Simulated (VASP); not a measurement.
Cd:

```xyz
1
Lattice="2.8700 0.0000 0.0000 0.0000 2.8700 0.0000 0.0000 0.0000 2.8700" Properties=species:S:1:pos:R:3 pbc="T T T"
Cd    0.0000    0.0000    0.0000
```

| Quantity | Value |
| --- | --- |
| Program | VASP 6.6.1 |
| Task | relaxation of cell and atoms |
| Functional | PBE |
| Potentials or basis | VASP PAW PBE potentials, release 64 (Cd) |
| Cutoff | 600 eV |
| k mesh | 7 × 7 × 7 |
| Occupations | gaussian, width 0.1 eV |
| Spin | no spin polarisation |

At the start: pressure 6.2 GPa; volume 23.64 Å³/atom.

Q: Where does the relaxation end?

A: Over 4 steps the energy falls by 62.0 meV/atom and the volume is 27.40 Å³/atom (+15.9 %); space group Pm-3m (No. 221, to 0.05 Å).

Step by step:
```tsv
step	energy change (eV)	largest force (eV/Å)	pressure (GPa)	volume (Å³)
1	0.0000	0.0000	6.23	23.64
2	-0.0612	0.0000	0.51	26.93
3	-0.0620	0.0000	-0.07	27.48
4	-0.0620	0.0000	0.02	27.40
```

Final structure:
```yaml
crystal:
  lattice:
    - [3.01473, 0.00000, 0.00000]
    - [0.00000, 3.01473, 0.00000]
    - [0.00000, 0.00000, 3.01473]
  atoms:
    - { symbol: Cd, position: [0.00000, 0.00000, 0.00000] }
```

Caveat: the volume moved by over 15 % at a fixed basis, so the end points are rough.
